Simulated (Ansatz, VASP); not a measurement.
**BaTiO3: VASP beside Ansatz**

INCAR

```
PREC = Accurate ; ENCUT = 520
EDIFF = 1E-7 ; ISMEAR = -1
SIGMA = 0.05 ; LREAL = False
LASPH = True ; NELM = 60
ALGO = Normal ; ISIF = 2
LWAVE = False ; LCHARG = True
GGA = PS ; LELF = True
LVHAR = True ; NBANDS = 28
```

Contents of KPOINTS:

```
regular mesh
0
Gamma
  7 7 7
```

Contents of POSCAR:

```
BaTiO3
1.0
    3.9041404363      0.0000000000      0.0000000000
    0.0000000000      2.7789878318      2.7870694172
    0.0000000000     -2.7789878318      2.7870694172
Ba Ti O
1 1 3
Direct
    0.0000000000      0.0000000000      0.0000000000
    0.5000000000      0.5124000000      0.5124000000
    0.5000000000      0.9918400000      0.5052400000
    0.5000000000      0.5052400000      0.9918400000
    0.0000000000      0.4874000000      0.4874000000
```

Contents of input.yaml:

```yaml
crystal:
  lattice:
    - [3.9041404363, 0.0, 0.0]
    - [0.0, 2.7789878318, 2.7870694172]
    - [0.0, -2.7789878318, 2.7870694172]
  atoms:
    - { symbol: Ba, position: [0.0, 0.0, 0.0] }
    - { symbol: Ti, position: [0.5, 0.5124, 0.5124] }
    - { symbol: O, position: [0.5, 0.99184, 0.50524] }
    - { symbol: O, position: [0.5, 0.50524, 0.99184] }
    - { symbol: O, position: [0.0, 0.4874, 0.4874] }
kpoints:
  mp_grid: { grid: [7, 7, 7] }
scf:
  occupations: { method: fermi_dirac, width: 0.05 }
hamiltonian:
  xc: pbesol
  pseudopotentials: { kind: all_electron, lapw: { basis_error: 0.002 } }
output:
  forces: true
  stress: true
  eigenvalues: true
```

Change from the starting cell: volume scaled by 0.94.

Alike in both runs: task single point; functional PBEsol; k mesh 7 × 7 × 7; occupations fermi-dirac, width 0.05 eV; no spin polarisation.

|  | VASP | Ansatz |
| --- | --- | --- |
| version | VASP 6.6.1 | Ansatz 0.2.0 |
| potentials or method | VASP PAW PBE potentials, release 64 (Ba_sv, Ti_sv, O), cutoff 520 eV | all-electron LAPW, scalar-relativistic |

Ansatz gave:

```
gap on the k mesh at the Fermi level (eV)                     : 2.07
least direct gap on the mesh (eV)                             : 2.09
pressure (GPa)                                                : 7.5
traceless stress, the component that is largest in VASP (GPa) : -0.44
rms of the force components (eV/Å)                            : 0.109
```

Question: What did VASP give for the same quantities?

Answer: gap on the k mesh at the Fermi level (eV): 2.00; least direct gap on the mesh (eV): 2.06; pressure (GPa): 9.8; traceless stress, the component that is largest in VASP (GPa): -0.44; rms of the force components (eV/Å): 0.120.

VASP's potentials were made for PBE, not for PBEsol. Atom by atom the forces differ by 0.017 eV/Å (rms over components). Ansatz ran all-electron here, and VASP with PAW potentials.

Spin-orbit coupling is off throughout.
